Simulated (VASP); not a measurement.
Wanted: the native input for a VASP 6.6.1 run.

| Quantity | Value |
| --- | --- |
| Task | single point |
| Functional | PBE |
| Potentials or basis | VASP PAW PBE potentials, release 64 (Sr_sv, Pb_d, Bi_d) |
| Cutoff | 520 eV |
| k mesh | 6 × 6 × 2 |
| Occupations | gaussian, width 0.1 eV |
| Spin | no spin polarisation |
| Dipole correction | no |
| Further INCAR settings | ALGO = Fast; EDIFF = 1e-06; NBANDS = 42 |

The structure of SrBi2Pb2 lies in POSCAR:

```
SrBi2Pb2
1.0
    3.9707574575      0.0000000000      0.0000000000
   -1.9853787288      3.4387768305      0.0000000000
    0.0000000000      0.0000000000     10.5131173876
Sr Pb Bi
1 2 2
Direct
    0.0000000000      0.0000000000      0.5000000000
    0.6666666667      0.3333333333      0.1938648700
    0.3333333333      0.6666666667      0.8061351300
    0.6666666667      0.3333333333      0.6723287300
    0.3333333333      0.6666666667      0.3276712700
```

This cell differs from its parent crystal: N replaced by Bi, lengths x 1.147, strained.

One way to write it, as run:

INCAR

```
  PREC = Accurate
  ENCUT = 520
  EDIFF = 1E-6
  ISMEAR = 0
  SIGMA = 0.1
  LREAL = F
  LASPH = T
  NELM = 100
  ALGO = Fast
  ISIF = 2
  LWAVE = F
  LCHARG = F
  GGA = PE
  NBANDS = 42
```

KPOINTS

```
Automatic mesh
0
Gamma
  6 6 2
```

Potentials or basis: VASP PAW PBE potentials, release 64 (Sr_sv, Pb_d, Bi_d).

Command:

```bash
$ cat potpaw_PBE.64/Sr_sv/POTCAR potpaw_PBE.64/Pb_d/POTCAR potpaw_PBE.64/Bi_d/POTCAR > POTCAR
$ mpirun -np 1 vasp_std > vasp.out
```

Results of the run:

```
Pressure      : 33.1 GPa
Largest force : 4.955 eV/Å
```

Caveat: the cell differs from its parent crystal (N replaced by Bi, lengths x 1.147, strained); the cell stands under pressure; forces of over 1 eV/Å act on the atoms, so gaps and moduli don't describe the material at rest.

Run time: 110 s on 1 thread of AMD EPYC 9R45 96-Core Processor (Zen 5), on a shared host, peak memory 0.27 GiB.
